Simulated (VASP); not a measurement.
# InPd (Fm-3m) in VASP: settings compared

InPd is run at these levels: HSE06, PBE-based screened hybrid with 25 % exact exchange, r2SCAN; tasks: single point, relaxation of cell and atoms.

Program: VASP 6.6.1. These are calculated values, not measurements. Logs are shortened: lines on timing, memory, paths and dates and some standing lists are left out, and cuts for length are marked.

### 1 The cell of the first run

Symmetry: Fm-3m, No. 225, cubic system. Conventional cell: a = 5.413 Å, b = 5.413 Å, c = 5.413 Å, α = 90.00°, β = 90.00°, γ = 90.00°. Within 3.6 Å of In (site symmetry m-3m) lie 6 Pd at 2.71 Å. Within 3.6 Å of Pd (site symmetry m-3m) lie 6 In at 2.71 Å.

### 2 Single point, HSE06

POSCAR reads:

```
InPd
1.0
    0.0000000000      2.7063565545      2.7063565545
    2.7063565545      0.0000000000      2.7063565545
    2.7063565545      2.7063565545      0.0000000000
In Pd
1 1
Direct
    0.0000000000      0.0000000000      0.0000000000
    0.5000000000      0.5000000000      0.5000000000
```

INCAR.step1 reads:

```
SYSTEM = InPd
ALGO = Normal
EDIFF = 1E-5
ENCUT = 520
GGA = PE
ISIF = 2
ISMEAR = -1
LASPH = .True.
LREAL = .False.
LWAVE = .True.
NBANDS = 18
NELM = 60
PREC = Accurate
SIGMA = 0.05
```

INCAR.step2 reads:

```
SYSTEM = InPd
ALGO = Normal
EDIFF = 1E-6
ENCUT = 520
GGA = PE
HFSCREEN = 0.2079
ISIF = 2
ISMEAR = -1
ISTART = 1
LASPH = .True.
LCHARG = .True.
LELF = .True.
LHFCALC = .True.
LREAL = .False.
LVHAR = .True.
LWAVE = .False.
NBANDS = 18
NELM = 60
PREC = Accurate
PRECFOCK = Normal
SIGMA = 0.05
```

KPOINTS reads:

```
k-points
0
Gamma
  4 4 4
  0 0 0
```

Potentials or basis: VASP PAW PBE potentials, release 64 (In_d, Pd).

Run with:

```sh
> cat potpaw_PBE.64/In_d/POTCAR potpaw_PBE.64/Pd/POTCAR > POTCAR
> cp INCAR.step1 INCAR
> mpirun -np 1 vasp_std > vasp.out
> cp INCAR.step2 INCAR
> mpirun -np 1 vasp_std > vasp.out
```

OUTCAR:

```text
SYSTEM = InPd
   EDIFF = 1E-6
   ENCUT = 520
   GGA = PE
   HFSCREEN = 0.2079
   ISIF = 2
   ISMEAR = -1
   ISTART = 1
   LASPH = .True.
   LHFCALC = .True.
   LREAL = .False.
   NELM = 60
   PREC = Accurate
   PRECFOCK = Normal

 ion  position               nearest neighbor table
   1  0.000  0.000  0.000-   2 2.71   2 2.71   2 2.71   2 2.71   2 2.71   2 2.71
   2  0.500  0.500  0.500-   1 2.71   1 2.71   1 2.71   1 2.71   1 2.71   1 2.71

  LATTYP: Found a face centered cubic cell.
 ALAT       =     5.4127131090

  Lattice vectors:

 A1 = (   0.0000000000,   2.7063565545,   2.7063565545)
 A2 = (   2.7063565545,   0.0000000000,   2.7063565545)
 A3 = (   2.7063565545,   2.7063565545,   0.0000000000)

Analysis of symmetry for initial positions (statically):
=====================================================================
 Subroutine PRICEL returns:
 Original cell was already a primitive cell.

 Routine SETGRP: Setting up the symmetry group for a
 face centered cubic supercell.

 Subroutine GETGRP returns: Found 48 space group operations
 (whereof 48 operations were pure point group operations)
 out of a pool of 48 trial point group operations.

The static configuration has the point symmetry O_h .

Analysis of symmetry for dynamics (positions and initial velocities):
=====================================================================
 Subroutine PRICEL returns:
 Original cell was already a primitive cell.

 Routine SETGRP: Setting up the symmetry group for a
 face centered cubic supercell.

 Subroutine GETGRP returns: Found 48 space group operations
 (whereof 48 operations were pure point group operations)
 out of a pool of 48 trial point group operations.

The dynamic configuration has the point symmetry O_h .

 Subroutine INISYM returns: Found 48 space group operations
 (whereof 48 operations are pure point group operations),
 and found     1 'primitive' translations

----------------------------------------------------------------------------------------

                                     Primitive cell
[... 72 lines left out ...]
   ENCUT  =  520.0 eV  38.22 Ry    6.18 a.u.   7.12  7.12  7.12*2*pi/ulx,y,z
   NELM   =     60;   NELMIN=  2; NELMDL=  0     # of ELM steps
   EDIFF  = 0.1E-05   stopping-criterion for ELM
   LREAL  =      F    real-space projection
   EDIFFG = 0.1E-04   stopping-criterion for IOM
   NSW    =      0    number of steps for IOM
   IBRION =     -1    ionic relax: 0-MD 1-quasi-New 2-CG
   NFREE  =      0    steps in history (QN), initial steepest desc. (CG)
   ISIF   =      2    stress and relaxation
   ISYM   =      3    0-nonsym 1-usesym 2-fastsym
   POTIM  = 0.5000    time-step for ionic-motion
   TEBEG  =    0.0;   TEEND  =   0.0 temperature during run
   PSTRESS=    0.0 pullay stress
   NELECT =      23.0000    total number of electrons
   NUPDOWN=      -1.0000    fix difference up-down
   EMIN   =  10.00;   EMAX   =-10.00  energy-range for DOS
   EFERMI =   0.00;   METHOD = LEGACY
   ISMEAR =    -1;   SIGMA  =   0.05  broadening in eV -4-tet -1-fermi 0-gaus
   EFERMI_NEDOS =   21; number of points for ismear=-14 and -15
   IALGO  =     38    algorithm
   IMIX   =      1    mixing-type and parameters
     AMIX     =   0.40;   BMIX     =  1.00
     AMIX_MAG =   1.60;   BMIX_MAG =  1.00
  volume/ion in A,a.u.               =      19.82       133.77
  Fermi-wavevector in a.u.,A,eV,Ry     =   1.365387  2.580207 25.365092  1.864282
  Thomas-Fermi vector in A             =   2.491620
   LORBIT       =      0    0 simple, 1 ext, 2 COOP (PROOUT), +10 PAW based schemes
   GGA     = PE    functional components
   LHFCALC =     T    Hartree Fock is set to
   PRECFOCK=normal    Normal, Fast or Accurate (Low or Medium for compatibility)
   ENCUT4O =  -1.0   cutoff for four orbital integrals eV
   NKREDX  =     1    reduce k-point grid by
   NKREDY  =     1    reduce k-point grid by
   NKREDZ  =     1    reduce k-point grid by
   AEXX    =    0.2500 exact exchange contribution
   HFSCREEN=    0.2079 screening length (either q_TF or 0.3 A-1)
   HFSCREENC=   0.2079 screening length for correlation (either q_TF or 0.3 A-1)
   ENCUTFOCK=  -1.0 apply spherical cutoff to Coloumb kernel
   IVDW    =     0    specifies the selected vdW correction
   LEPSILON=     F    determine dielectric tensor
   LRPA    =     F    only Hartree local field effects (RPA)
 non-spin polarized calculation
  energy-cutoff  :      520.00
  volume of cell :       39.64
 maximum number of plane-waves:      1090
  NGX = 24; NGY = 24; NGZ = 24

 number of electron      23.0000013 magnetization

 Free energy of the ion-electron system (eV)
  ---------------------------------------------------
  ext. energy  EPLUGINS =         0.00000000
  ---------------------------------------------------
  free energy    TOTEN  =        -9.69581919 eV

  energy without entropy =       -9.68734394  energy(sigma->0) =       -9.69158156

 E-fermi :   8.1670     XC(G=0):  -9.4008

 val. band max:        8.0865014398   @ k =  -0.2500   0.5000   0.2500
 cond. band min:       8.7644730010   @ k =   0.5000   0.5000   0.0000
 fundamental gap:      0.6779715612
 Fermi energy:         8.1670306605

 k-point     1 :       0.0000    0.0000    0.0000
  band No.  band energies     occupation
      1      -8.1266      2.00000
      2      -8.1266      2.00000
      3      -8.0309      2.00000
      4      -8.0309      2.00000
      5      -8.0309      2.00000
      6      -1.5691      2.00000
[... 145 lines left out ...]
      5      -7.8646      2.00000
      6       1.9002      2.00000
[... 10 lines left out ...]
     17      20.5062      0.00000
     18      20.5062      0.00000

------------------------ aborting loop because EDIFF is reached ----------------------------------------

  FORCE on cell =-STRESS in cart. coord.  units (eV):
  Direction    XX          YY          ZZ          XY          YZ          ZX
  --------------------------------------------------------------------------------------
  -------------------------------------------------------------------------------------
  Total        0.0528158      0.0528158      0.0528158      0.0000000      0.0000000     -0.0000000
  in kB        2.1344657      2.1344657      2.1344657      0.0000000      0.0000000     -0.0000000
  external PRESSURE =       2.1344657 kB  Pullay stress =       0.0000000 kB

 VOLUME and BASIS-vectors are now :
 -----------------------------------------------------------------------------
  energy-cutoff  :      520.00
  volume of cell :       39.64
      direct lattice vectors                 reciprocal lattice vectors
     0.000000000  2.706356555  2.706356555    -0.184750232  0.184750232  0.184750232
     2.706356555  0.000000000  2.706356555     0.184750232 -0.184750232  0.184750232
     2.706356555  2.706356555  0.000000000     0.184750232  0.184750232 -0.184750232

 POSITION                                       TOTAL-FORCE (eV/Angst)
 -----------------------------------------------------------------------------------
      0.00000      0.00000      0.00000        -0.000000      0.000000      0.000000
      2.70636      2.70636      2.70636         0.000000     -0.000000     -0.000000
 -----------------------------------------------------------------------------------
    total drift:                                0.000004     -0.000000     -0.000003

  FREE ENERGIE OF THE ION-ELECTRON SYSTEM (eV)
  ---------------------------------------------------
  free  energy   TOTEN  =        -9.6958191911 eV

  energy  without entropy=       -9.6873439363  energy(sigma->0) =       -9.69158156
```

OUTCAR.step1:

```text
SYSTEM = InPd
   EDIFF = 1E-5
   ENCUT = 520
   GGA = PE
   ISIF = 2
   ISMEAR = -1
   LASPH = .True.
[... 369 lines left out ...]
      0.00000      0.00000      0.00000         0.000000     -0.000000     -0.000000
      2.70636      2.70636      2.70636        -0.000000      0.000000      0.000000
 -----------------------------------------------------------------------------------
    total drift:                                0.000000      0.000000      0.000000

  FREE ENERGIE OF THE ION-ELECTRON SYSTEM (eV)
  ---------------------------------------------------
  free  energy   TOTEN  =        -8.2060574765 eV

  energy  without entropy=       -8.1972044903  energy(sigma->0) =       -8.20163098
```

OSZICAR.step1:

```text
N       E                     dE             d eps       ncg     rms          rms(c)
DAV:   1     0.168152497611E+03    0.16815E+03   -0.10744E+04   296   0.159E+03
DAV:   2     0.229392774704E+01   -0.16586E+03   -0.15981E+03   300   0.377E+02
DAV:   3    -0.809861522621E+01   -0.10393E+02   -0.10136E+02   320   0.917E+01
DAV:   4    -0.835760344013E+01   -0.25899E+00   -0.25884E+00   338   0.136E+01
DAV:   5    -0.837063093225E+01   -0.13027E-01   -0.13027E-01   414   0.308E+00    0.528E+00
DAV:   6    -0.823611836243E+01    0.13451E+00   -0.33346E-01   342   0.718E+00    0.237E+00
DAV:   7    -0.821239660236E+01    0.23722E-01   -0.48046E-02   380   0.347E+00    0.120E+00
DAV:   8    -0.820661307497E+01    0.57835E-02   -0.13228E-02   366   0.111E+00    0.342E-01
DAV:   9    -0.820605072346E+01    0.56235E-03   -0.12173E-03   376   0.528E-01    0.697E-02
DAV:  10    -0.820605747648E+01   -0.67530E-05   -0.38275E-05   382   0.848E-02
   1 F= -.82060575E+01 E0= -.82016310E+01  d E =-.885299E-02
```

Run time: 19 min. Hardware: 1 thread of AMD EPYC 7R43 (Zen 3), shared host; peak memory 0.24 GiB.

What came out:

```yaml
Free_energy: -9.6958 eV
Pressure: 0.2 GPa
Band_gap_on_the_k_mesh: zero (an odd number of electrons rules out a gap without spin polarisation)
```

Caveat: the k points lie up to 0.50 Å⁻¹ apart, too coarse for converged energies and pressures of a metal; the PAW data sets were made with another functional, which shifts forces and pressure a little; spin-orbit coupling is left out, which moves the levels of the heavy elements.

### 3 Single point, PBE-based screened hybrid with 25 % exact exchange

This run uses another cell than the first one, of 20.71 Å³/atom.

POSCAR reads:

```
InPd
1.0
    0.0000000000      2.7460700000      2.7460700000
    2.7460700000      0.0000000000      2.7460700000
    2.7460700000      2.7460700000      0.0000000000
In Pd
1 1
Direct
    0.0000000000      0.0000000000      0.0000000000
    0.5000000000      0.5000000000      0.5000000000
```

INCAR.step1, as its differences from that of step 2:

```diff
@@ -8,2 +8,3 @@
 LASPH = .True.
+LCHARG = .False.
 LREAL = .False.
@@ -11,3 +12,3 @@
 NBANDS = 18
-NELM = 60
+NELM = 80
 PREC = Accurate
```

INCAR.step2 reads:

```
SYSTEM = InPd
AEXX = 0.25
ALGO = Normal
EDIFF = 1E-6
ENCUT = 520
GGA = PE
HFSCREEN = 0.3
ISIF = 2
ISMEAR = -1
ISTART = 1
LASPH = .True.
LCHARG = .False.
LHFCALC = .True.
LREAL = .False.
LWAVE = .False.
NBANDS = 18
NELM = 80
PREC = Accurate
PRECFOCK = Normal
SIGMA = 0.05
```

KPOINTS is that of step 2.

Potentials or basis: VASP PAW PBE potentials, release 64 (In_d, Pd).

Run with:

```sh
> cat potpaw_PBE.64/In_d/POTCAR potpaw_PBE.64/Pd/POTCAR > POTCAR
> cp INCAR.step1 INCAR
> mpirun -np 1 vasp_std > vasp.out
> cp INCAR.step2 INCAR
> mpirun -np 1 vasp_std > vasp.out
```

OUTCAR:

```text
SYSTEM = InPd
   AEXX = 0.25
   EDIFF = 1E-6
   ENCUT = 520
   GGA = PE
   HFSCREEN = 0.3
   ISIF = 2
   ISMEAR = -1
   ISTART = 1
   LASPH = .True.
   LHFCALC = .True.
   LREAL = .False.
   NELM = 80
   PREC = Accurate
   PRECFOCK = Normal

 ion  position               nearest neighbor table
   1  0.000  0.000  0.000-   2 2.75   2 2.75   2 2.75   2 2.75   2 2.75   2 2.75
   2  0.500  0.500  0.500-   1 2.75   1 2.75   1 2.75   1 2.75   1 2.75   1 2.75

  LATTYP: Found a face centered cubic cell.
[... 348 lines left out ...]
------------------------ aborting loop because EDIFF is reached ----------------------------------------

  FORCE on cell =-STRESS in cart. coord.  units (eV):
  Direction    XX          YY          ZZ          XY          YZ          ZX
  --------------------------------------------------------------------------------------
  -------------------------------------------------------------------------------------
  Total       -0.8798407     -0.8798407     -0.8798407      0.0000000      0.0000000     -0.0000000
  in kB      -34.0368874    -34.0368874    -34.0368874      0.0000000      0.0000000     -0.0000000
  external PRESSURE =     -34.0368874 kB  Pullay stress =       0.0000000 kB

 VOLUME and BASIS-vectors are now :
 -----------------------------------------------------------------------------
  energy-cutoff  :      520.00
  volume of cell :       41.42
      direct lattice vectors                 reciprocal lattice vectors
     0.000000000  2.746070000  2.746070000    -0.182078388  0.182078388  0.182078388
     2.746070000  0.000000000  2.746070000     0.182078388 -0.182078388  0.182078388
     2.746070000  2.746070000  0.000000000     0.182078388  0.182078388 -0.182078388

 POSITION                                       TOTAL-FORCE (eV/Angst)
 -----------------------------------------------------------------------------------
      0.00000      0.00000      0.00000        -0.000000     -0.000000      0.000000
      2.74607      2.74607      2.74607         0.000000      0.000000     -0.000000
 -----------------------------------------------------------------------------------
    total drift:                               -0.000001     -0.000052     -0.000018

  FREE ENERGIE OF THE ION-ELECTRON SYSTEM (eV)
  ---------------------------------------------------
  free  energy   TOTEN  =        -9.3967678067 eV

  energy  without entropy=       -9.3882254507  energy(sigma->0) =       -9.39249663
```

OUTCAR.step1:

```text
SYSTEM = InPd
   EDIFF = 1E-5
   ENCUT = 520
   GGA = PE
   ISIF = 2
   ISMEAR = -1
   LASPH = .True.
[... 370 lines left out ...]
      0.00000      0.00000      0.00000        -0.000000     -0.000000     -0.000000
      2.74607      2.74607      2.74607         0.000000      0.000000      0.000000
 -----------------------------------------------------------------------------------
    total drift:                                0.000000      0.000000      0.000000

  FREE ENERGIE OF THE ION-ELECTRON SYSTEM (eV)
  ---------------------------------------------------
  free  energy   TOTEN  =        -8.2172406101 eV

  energy  without entropy=       -8.2059416350  energy(sigma->0) =       -8.21159112
```

OSZICAR.step1:

```text
N       E                     dE             d eps       ncg     rms          rms(c)
DAV:   1     0.173921027601E+03    0.17392E+03   -0.11072E+04   292   0.158E+03
DAV:   2     0.377285965347E+01   -0.17015E+03   -0.16194E+03   290   0.373E+02
DAV:   3    -0.805864624882E+01   -0.11832E+02   -0.11719E+02   304   0.967E+01
DAV:   4    -0.835228774140E+01   -0.29364E+00   -0.29344E+00   338   0.146E+01
DAV:   5    -0.836841476056E+01   -0.16127E-01   -0.16127E-01   394   0.334E+00    0.479E+00
DAV:   6    -0.824477073465E+01    0.12364E+00   -0.31155E-01   344   0.693E+00    0.214E+00
DAV:   7    -0.822342950481E+01    0.21341E-01   -0.49496E-02   390   0.327E+00    0.114E+00
DAV:   8    -0.821773853591E+01    0.56910E-02   -0.15016E-02   350   0.117E+00    0.321E-01
DAV:   9    -0.821723089249E+01    0.50764E-03   -0.12568E-03   376   0.522E-01    0.634E-02
DAV:  10    -0.821724061010E+01   -0.97176E-05   -0.38523E-05   374   0.797E-02
   1 F= -.82172406E+01 E0= -.82115911E+01  d E =-.112990E-01
```

It took 19 min on 1 thread of AMD EPYC 7R43 (Zen 3), shared host; peak memory 0.24 GiB.

Results:

```yaml
Free_energy: -9.3968 eV
Pressure: -3.4 GPa
Band_gap_on_the_k_mesh: zero (an odd number of electrons rules out a gap without spin polarisation)
```

Caveat: the k points lie up to 0.50 Å⁻¹ apart, too coarse for converged energies and pressures of a metal; the PAW data sets were made with another functional, which shifts forces and pressure a little; spin-orbit coupling is left out, which moves the levels of the heavy elements.

### 4 Relaxation of cell and atoms, HSE06

This run uses another cell than the first one, of 20.71 Å³/atom.

POSCAR is that of step 3.

INCAR.step1 reads:

```
PREC = Accurate ; ENCUT = 600
EDIFF = 1E-5 ; ISMEAR = -1
SIGMA = 0.05 ; LREAL = F
LASPH = T ; NELM = 60
ALGO = Normal ; LWAVE = T
LCHARG = F ; GGA = PE
NBANDS = 18
```

INCAR.step2 reads:

```
PREC = Accurate ; ENCUT = 600
EDIFF = 1E-6 ; ISMEAR = -1
SIGMA = 0.05 ; LREAL = F
LASPH = T ; NELM = 60
ALGO = Normal ; ISIF = 3
LWAVE = F ; LCHARG = F
GGA = PE ; LHFCALC = T
HFSCREEN = 0.2079 ; PRECFOCK = Normal
IBRION = 2 ; NSW = 60
EDIFFG = -0.01 ; ISTART = 1
```

KPOINTS reads:

```
Automatic mesh
0
Gamma
  4 4 4
```

Run with:

```sh
> cat potpaw_PBE.64/In_d/POTCAR potpaw_PBE.64/Pd/POTCAR > POTCAR
> cp INCAR.step1 INCAR
> mpirun -np 1 vasp_std > vasp.out
> cp INCAR.step2 INCAR
> mpirun -np 1 vasp_std > vasp.out
```

It took 58 min on 1 thread of AMD EPYC 7R43 (Zen 3), shared host; peak memory 0.25 GiB.

The run converged. Its results:

* Free energy: -9.6974 eV
* Relaxed volume: 19.89 Å³/atom
* Relaxed cell: a = 3.832 Å, b = 3.832 Å, c = 3.832 Å, α = 60.00°, β = 60.00°, γ = 60.00°
* Space group after relaxing (to 0.1 Å): Fm-3m (No. 225)
* Energy gained by relaxing: 9.9 meV/atom
* Ionic steps: 3
* Pressure after relaxing: 0.0 GPa
* Band gap on the k mesh: zero (an odd number of electrons rules out a gap without spin polarisation)

Step by step:
```csv
step,energy change (eV),largest force (eV/Å),pressure (GPa),volume (Å³)
1,0.0000,0.0000,-3.77,41.42
2,-0.0074,0.0000,3.36,38.57
3,-0.0198,0.0000,-0.01,39.79
```

Final structure:
```yaml
crystal:
  lattice:
    - [0.00000, 2.70963, 2.70963]
    - [2.70963, 0.00000, 2.70963]
    - [2.70963, 2.70963, 0.00000]
  atoms:
    - { symbol: In, position: [0.00000, 0.00000, 0.00000] }
    - { symbol: Pd, position: [0.50000, 0.50000, 0.50000] }
```

Levels at points of the mesh, in eV from the Fermi level:
```
           k point  band 8  band 9  band 10  band 11  band 12  band 13  band 14  band 15
(0.00, 0.00, 0.00)   -3.68   -3.68    -3.10    -3.10     6.69     6.69     6.69     9.76
(0.50, 0.00, 0.00)   -4.30   -4.30    -3.18    -3.18    -1.53     8.59     8.78     8.78
(0.50, 0.50, 0.00)   -3.01   -3.01    -2.82    -2.65     0.58     2.13     2.13     6.19
```

Caveat: the k points lie up to 0.50 Å⁻¹ apart in the final cell, too coarse for converged energies and pressures of a metal; the PAW data sets were made with another functional, which shifts forces and pressure a little; spin-orbit coupling is left out, which moves the levels of the heavy elements.

(Continued in part 2 of 2.)
